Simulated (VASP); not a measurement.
Set up this calculation in VASP 6.6.1, as the native input.

```
Task                   : single point
Functional             : PBE
Potentials or basis    : VASP PAW PBE potentials, release 64 (Cd)
Cutoff                 : 520 eV
k mesh                 : 3 × 3 × 1
Occupations            : gaussian, width 0.1 eV
Spin                   : no spin polarisation
Dipole correction      : yes
Further INCAR settings : ALGO = Normal; EDIFF = 1e-06; NBANDS = 25
```

The structure of Cd lies in POSCAR:

```
Cd
1.0
    6.2785694310      0.0000002887      0.0000000000
   -3.1392849655      5.4374004824      0.0000000000
    0.0000000000      0.0000000000     23.8000000000
Cd
3
Direct
    0.0000000000      0.5000000000      0.2941176471
    0.5000000000      0.0000000000      0.2941176471
    0.5000000000      0.5000000000      0.2941176471
```

The input as run:

INCAR

```
PREC = Accurate
ENCUT = 520
EDIFF = 1E-6
ISMEAR = 0
SIGMA = 0.1
LREAL = False
LASPH = True
NELM = 80
ALGO = Normal
ISIF = 2
LWAVE = False
LCHARG = False
LDIPOL = True
IDIPOL = 3
DIPOL = 0.5 0.5 0.294
GGA = PE
NBANDS = 25
```

KPOINTS

```
Automatic mesh
0
Gamma
  3 3 1
```

Potentials or basis: VASP PAW PBE potentials, release 64 (Cd).

Command:

```console
$ cat potpaw_PBE.64/Cd/POTCAR > POTCAR
$ mpirun -np 1 vasp_std > vasp.out
```

It gave:

* Band gap on the k mesh: zero (filled and empty bands touch)

Caveat: the k points lie up to 0.39 Å⁻¹ apart.

It took 2.2 min on 1 thread of Intel(R) Xeon(R) Platinum 8488C (Sapphire Rapids), with other jobs on the host, peak memory 0.72 GiB.
